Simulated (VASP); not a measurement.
# BN (P6_3/mmc) in VASP: settings compared, part 2 of 2

VASP 6.6.1. Earlier steps stand in the parts before.

### 5 Single point, PBEsol+D3(BJ)

This run uses another cell than the first one, of 8.97 Å³/atom.

INCAR reads:

```
PREC = Accurate ; ENCUT = 520
EDIFF = 1E-6 ; ISMEAR = -1
SIGMA = 0.05 ; LREAL = F
LASPH = T ; NELM = 60
ALGO = Normal ; ISIF = 2
LWAVE = F ; LCHARG = F
GGA = PS ; IVDW = 12
NBANDS = 16
```

KPOINTS reads:

```
regular mesh
0
Gamma
  12 12 4
```

POSCAR reads:

```
BN
1.0
    2.4982400000      0.0000000000      0.0000000000
   -1.2491200000      2.1635393048      0.0000000000
    0.0000000000      0.0000000000      6.6357000000
N B
2 2
Direct
    0.6666666667      0.3333333333      0.2500000000
    0.3333333333      0.6666666667      0.7500000000
    0.6666666667      0.3333333333      0.7500000000
    0.3333333333      0.6666666667      0.2500000000
```

Potentials or basis: VASP PAW PBE potentials, release 64 (N, B).

Started as:

```bash
$ cat potpaw_PBE.64/N/POTCAR potpaw_PBE.64/B/POTCAR > POTCAR
$ mpirun -np 1 vasp_std > vasp.out
```

OUTCAR:

```text
PREC = Accurate
   ENCUT = 520
   EDIFF = 1E-6
   ISMEAR = -1
   LREAL = F
   LASPH = T
   NELM = 60
   ISIF = 2
   GGA = PS
   IVDW = 12
 IVDW          = 12

 ion  position               nearest neighbor table
   1  0.667  0.333  0.250-   4 1.44   4 1.44   4 1.44
   2  0.333  0.667  0.750-   3 1.44   3 1.44   3 1.44
   3  0.667  0.333  0.750-   2 1.44   2 1.44   2 1.44
   4  0.333  0.667  0.250-   1 1.44   1 1.44   1 1.44

  LATTYP: Found a hexagonal cell.
 ALAT       =     2.4982400000
[... 658 lines left out ...]

  FORCE on cell =-STRESS in cart. coord.  units (eV):
  Direction    XX          YY          ZZ          XY          YZ          ZX
  --------------------------------------------------------------------------------------
  -------------------------------------------------------------------------------------
  Total       0.33185     0.33185    -0.23765    -0.00000     0.00000     0.00000
  in kB      14.82414    14.82414   -10.61626    -0.00000     0.00000     0.00000
  external pressure =        6.34 kB  Pullay stress =        0.00 kB

 VOLUME and BASIS-vectors are now :
 -----------------------------------------------------------------------------
  energy-cutoff  :      520.00
  volume of cell :       35.87
      direct lattice vectors                 reciprocal lattice vectors
     2.498240000  0.000000000  0.000000000     0.400281798  0.231102804  0.000000000
    -1.249120000  2.163539305  0.000000000     0.000000000  0.462205608  0.000000000
     0.000000000  0.000000000  6.635700000     0.000000000  0.000000000  0.150700002

 POSITION                                       TOTAL-FORCE (eV/Angst)
 -----------------------------------------------------------------------------------
      1.24912      0.72118      1.65892        -0.000000      0.000000      0.000000
     -0.00000      1.44236      4.97677        -0.000000      0.000000      0.000000
      1.24912      0.72118      4.97677         0.000000     -0.000000      0.000000
     -0.00000      1.44236      1.65892        -0.000000      0.000000      0.000000
 -----------------------------------------------------------------------------------
    total drift:                                0.000000     -0.000000      0.000000

  FREE ENERGIE OF THE ION-ELECTRON SYSTEM (eV)
  ---------------------------------------------------
  free  energy   TOTEN  =       -36.9687751413 eV

  energy  without entropy=      -36.9687751413  energy(sigma->0) =      -36.96877514
```

stdout:

```text
POSCAR found type information on POSCAR N B
 POSCAR found :  2 types and       4 ions
 scaLAPACK will be used
 -----------------------------------------------------------------------------
|                                                                             |
|                                                                             |
|     You enforced a specific xc type in the INCAR file but a different       |
|     I HOPE YOU KNOW WHAT YOU ARE DOING!                                     |
|                                                                             |
 -----------------------------------------------------------------------------

 LDA part: xc-table for (Slater+PW92), standard interpolation
 POSCAR, INCAR and KPOINTS ok, starting setup
 FFT: planning ... GRIDC
 FFT: planning ... GRID_SOFT
 FFT: planning ... GRID
 WAVECAR not read
 entering main loop
```

Wall time 54 s (1 thread of AMD EPYC 7R13, shared host); peak memory 0.14 GiB.

Results:

```
Free energy                : -36.9688 eV
Pressure                   : 0.6 GPa
Band gap on the k mesh     : 4.18 eV (least direct gap 4.60 eV)
Dispersion energy per atom : -0.101 eV
```

Levels at points of the mesh, in eV from the valence-band top:
```tsv
k point	band 5	band 6	band 7	band 8	band 9	band 10	band 11	band 12
(0.00, 0.00, 0.00)	-1.30	-1.30	-1.26	-1.26	5.06	10.21	11.56	11.56
(0.50, 0.00, 0.00)	-4.14	-4.08	-1.47	-0.44	4.18	5.61	9.51	9.97
(0.00, 0.00, 0.50)	-1.28	-1.28	-1.28	-1.28	7.48	7.48	11.63	11.63
(0.50, 0.00, 0.50)	-4.11	-4.11	-0.93	-0.93	4.66	4.66	9.93	9.93
```

Caveat: three body term missing; the PAW data sets were made with another functional, which shifts forces and pressure a little.

### 6 Single point, PBEsol

This run uses another cell than the first one, of 9.53 Å³/atom.

INCAR reads:

```
SYSTEM = BN
  ALGO = Normal
  EDIFF = 1E-7
  ENCUT = 520
  GGA = PS
  ISIF = 2
  ISMEAR = -1
  LASPH = .True.
  LCHARG = .False.
  LREAL = .False.
  LWAVE = .False.
  NBANDS = 16
  NELM = 60
  PREC = Accurate
  SIGMA = 0.05
```

KPOINTS reads:

```
k-points
0
Gamma
  12 12 4
  0 0 0
```

POSCAR reads:

```
BN
1.0
    2.5043461127      0.0000000000      0.0000000000
   -1.2521730563      2.1688273535      0.0000000000
    0.0000000000      0.0000000000      7.0164334333
N B
2 2
Direct
    0.6666666667      0.3333333333      0.2500000000
    0.3333333333      0.6666666667      0.7500000000
    0.6666666667      0.3333333333      0.7500000000
    0.3333333333      0.6666666667      0.2500000000
```

Potentials or basis: VASP PAW PBE potentials, release 64 (N, B).

Started as:

```bash
$ cat potpaw_PBE.64/N/POTCAR potpaw_PBE.64/B/POTCAR > POTCAR
$ mpirun -np 1 vasp_std > vasp.out
```

Wall time 70 s (1 thread of AMD EPYC 7R13, shared host); peak memory 0.13 GiB.

The run converged. Its results:

| Item | Value |
| --- | --- |
| Free energy | -36.5708 eV |
| Pressure | 0.3 GPa |
| Band gap on the k mesh | 4.26 eV (least direct gap 4.60 eV) |

Stress tensor (GPa, compression positive):
```
 0.49  0.00  0.00
 0.00  0.49  0.00
 0.00  0.00 -0.12
```

Levels at points of the mesh, in eV from the valence-band top:
```
           k point  band 6  band 7  band 8  band 9  band 10  band 11
(0.00, 0.00, 0.00)   -1.31   -1.29   -1.29    4.77     9.52    11.52
(0.50, 0.00, 0.00)   -4.09   -1.31   -0.55    4.26     5.37     9.41
(0.00, 0.00, 0.50)   -1.30   -1.30   -1.30    6.86     6.86    11.56
(0.50, 0.00, 0.50)   -4.11   -0.92   -0.92    4.66     4.66     9.81
```

Caveat: the PAW data sets were made with another functional, which shifts forces and pressure a little; this functional lacks dispersion, which binds the layers, so the pressure and a relaxed spacing across them are unreliable.

### 7 The runs side by side

```csv
level,cell,gap on the mesh (eV),pressure (GPa)
PBEsol+D3(BJ),"a = 2.500, b = 2.500, c = 6.418 Å, angles 90.0, 90.0, 120.0°, 4 atoms",4.09,0.3
PBEsol+D3(BJ),"a = 2.501, b = 2.501, c = 6.483 Å, angles 90.0, 90.0, 120.0°, 4 atoms",4.12,0.0
PBEsol+D4,"a = 2.502, b = 2.502, c = 6.480 Å, angles 90.0, 90.0, 120.0°, 4 atoms",4.11,0.3
PBEsol+D3(BJ),"a = 2.498, b = 2.498, c = 6.636 Å, angles 90.0, 90.0, 120.0°, 4 atoms",4.18,0.6
PBEsol,"a = 2.504, b = 2.504, c = 7.016 Å, angles 90.0, 90.0, 120.0°, 4 atoms",4.26,0.3
```

Alike in all rows: task single point; potentials or basis VASP PAW PBE potentials, release 64 (N, B); no spin polarisation; k mesh 12 × 12 × 4; cutoff (eV) 520; smearing fermi-dirac 0.05 eV.

Caveats: the PAW data sets were made with another functional, which shifts forces and pressure a little; three body term missing (at least some runs); this functional lacks dispersion, which binds the layers, so the pressure and a relaxed spacing across them are unreliable (at least some runs).

Absolute energies hang on the potentials; compare differences alone.
